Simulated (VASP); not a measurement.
CoO, 2 atoms in the cell. It takes space group Imm2 (No. 44, orthorhombic). Conventional cell: a = 3.014 Å, b = 4.263 Å, c = 3.014 Å, α = 90.00°, β = 90.00°, γ = 90.00°. Within 2.5 Å of Co (site symmetry mm2) lie 6 O at 1.89 to 2.41 Å. Within 2.5 Å of O (site symmetry mm2) lie 6 Co at 1.89 to 2.41 Å.  This cell differs from its parent crystal: all Co atoms moved +0.375 Å, as atom 1 towards its neighbour atom 1 (Co) at 3.014 Å.

* Program: VASP 6.6.1
* Task: single point
* Functional: PBEsol
* Potentials or basis: VASP PAW PBE potentials, release 64 (Co, O)
* Cutoff: 520 eV
* k mesh: 20 × 20 × 20
* Occupations: gaussian, width 0.15 eV
* Spin: collinear spin, ferromagnetic start
* Starting moments: [2.74, 0.37] μB
* Dipole correction: no
* Further INCAR settings: ALGO = Normal; EDIFF = 1e-06; NBANDS = 18

Potentials or basis: VASP PAW PBE potentials, release 64 (Co, O).

Launch:

```sh
$ cat potpaw_PBE.64/Co/POTCAR potpaw_PBE.64/O/POTCAR > POTCAR
$ mpirun -np 1 vasp_std > vasp.out
```

Hardware: 1 thread of Oxide Virtual Turin-like Processor, on a shared host.

Problem. How long does it take, and how much memory?

Solution. Wall time 20 min on 1 thread of Oxide Virtual Turin-like Processor, with other jobs on the host, peak memory 0.64 GiB. Counts: scf iterations 17, k points 1166.
